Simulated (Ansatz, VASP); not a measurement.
**PbO in VASP and in Ansatz**

Contents of INCAR:

```
SYSTEM = PbO
  PREC = Accurate
  ENCUT = 520
  EDIFF = 1E-7
  ISMEAR = 0
  SIGMA = 0.01
  LREAL = .False.
  LASPH = .True.
  NELM = 80
  ALGO = Normal
  ISIF = 2
  LWAVE = .False.
  LCHARG = .True.
  GGA = CA
  LELF = .True.
  LVHAR = .True.
  NBANDS = 28
```

File KPOINTS:

```
Automatic mesh
0
Gamma
  4 4 4
  0 0 0
```

The input POSCAR:

```
PbO
1.0
    3.9900000000      0.0000000000      0.0000000000
    0.0000000000      3.9900000000      0.0000000000
    0.0000000000      0.0000000000      5.0100000000
Pb O
2 2
Direct
    0.0000000000      0.5000000000      0.2400000000
    0.5000000000      0.0000000000      0.7600000000
    0.0000000000      0.0000000000      0.0000000000
    0.5000000000      0.5000000000      0.0000000000
```

Input for Ansatz:

```yaml
crystal:
  lattice:
    - [3.99, 0.0, 0.0]
    - [0.0, 3.99, 0.0]
    - [0.0, 0.0, 5.01]
  atoms:
    - { symbol: Pb, position: [0.0, 0.5, 0.24] }
    - { symbol: Pb, position: [0.5, 0.0, 0.76] }
    - { symbol: O, position: [0.0, 0.0, 0.0] }
    - { symbol: O, position: [0.5, 0.5, 0.0] }
basis:
  ecutwfc: 450.0
kpoints:
  mp_grid:
    grid: [4, 4, 4]
hamiltonian:
  xc: lda
scf:
  occupations:
    method: fixed
output:
  forces: true
  stress: true
```

Alike in both runs: task single point; functional LDA; k mesh 4 × 4 × 4; no spin polarisation.

|  | VASP | Ansatz |
| --- | --- | --- |
| version | VASP 6.6.1 | Ansatz 0.2.0 |
| potentials or method | VASP PAW LDA potentials, release 64 (Pb_d, O), cutoff 520 eV | plane waves, PAW |
| occupations | gaussian, width 0.01 eV | fixed |
| valence electrons in the cell | 40 | 40 |

VASP gave:

| Quantity | Value |
| --- | --- |
| pressure (GPa) | -3.4 |
| traceless stress, the component that is largest in VASP (GPa) | 0.12 |
| rms of the force components (eV/Å) | 0.221 |

Q: What did Ansatz give for the same quantities?

A: Pressure (GPa): -3.6; traceless stress, the component that is largest in VASP (GPa): 0.11; rms of the force components (eV/Å): 0.249.

LDA's correlation is that of Perdew and Zunger in VASP and of Perdew and Wang (1992) in Ansatz. Atom by atom the forces differ by 0.028 eV/Å (rms over components).

Neither program's run includes spin-orbit coupling.
